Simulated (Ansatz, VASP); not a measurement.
Given: the input of a run of Ansatz 0.2.0 on Pb.

The input input.yaml:

```yaml
crystal:
  lattice:
    - [3.5030470293, 0.0, 0.0]
    - [-1.7515235146, 3.033727718, 0.0]
    - [0.0, 0.0, 5.6270209464]
  atoms:
    - { symbol: Pb, position: [0.6666666667, 0.3333333333, 0.75] }
    - { symbol: Pb, position: [0.3333333333, 0.6666666667, 0.25] }
kpoints:
  mp_grid: { grid: [9, 9, 5] }
scf:
  occupations: { method: fermi_dirac, width: 0.05 }
hamiltonian:
  xc: lda
  pseudopotentials: { kind: all_electron, lapw: { basis_error: 0.001 } }
output:
  forces: true
  stress: true
  eigenvalues: true
```

Potentials or basis: all-electron LAPW, scalar-relativistic.

Launch:

```sh
$ ansatz run input.yaml --threads 1 --pin off --max-ram 3072MiB --backend cpu --events-out ev --progress --plain --runs-dir out
```

Q: Translate it to VASP 6.6.1. Potentials there: VASP PAW LDA potentials, release 64 (Pb_d).

A: As run (the cutoff follows the program's own potentials):

File INCAR:

```
PREC = Accurate
ENCUT = 520
EDIFF = 1E-6
ISMEAR = -1
SIGMA = 0.05
LREAL = False
LASPH = True
NELM = 80
ALGO = Normal
ISIF = 2
LWAVE = False
LCHARG = True
LELF = True
LVHAR = True
NBANDS = 21
```

File KPOINTS:

```
Automatic mesh
0
Gamma
  9 9 5
```

Contents of POSCAR:

```
Pb
1.0
    3.5030470293      0.0000000000      0.0000000000
   -1.7515235146      3.0337277180      0.0000000000
    0.0000000000      0.0000000000      5.6270209464
Pb
2
Direct
    0.6666666667      0.3333333333      0.7500000000
    0.3333333333      0.6666666667      0.2500000000
```

Potentials or basis: VASP PAW LDA potentials, release 64 (Pb_d).

Run with:

```console
$ cat potpaw_LDA.64/Pb_d/POTCAR > POTCAR
$ mpirun -np 1 vasp_std > vasp.out
```

Both were run:

|  | VASP | Ansatz | Ansatz less VASP |
| --- | --- | --- | --- |
| gap on the k mesh at the Fermi level (eV) | none | none | - |
| pressure (GPa) | -1.4 | -1.4 | -0.03 |
| traceless stress, the component that is largest in VASP (GPa) | 2.15 | 2.07 | -0.086 |

LDA's correlation is that of Perdew and Zunger in VASP and of Perdew and Wang (1992) in Ansatz. A gap of «none» marks a metal or a gap that the smearing closes. Ansatz ran all-electron here, and VASP with PAW potentials.

Neither program's run includes spin-orbit coupling.
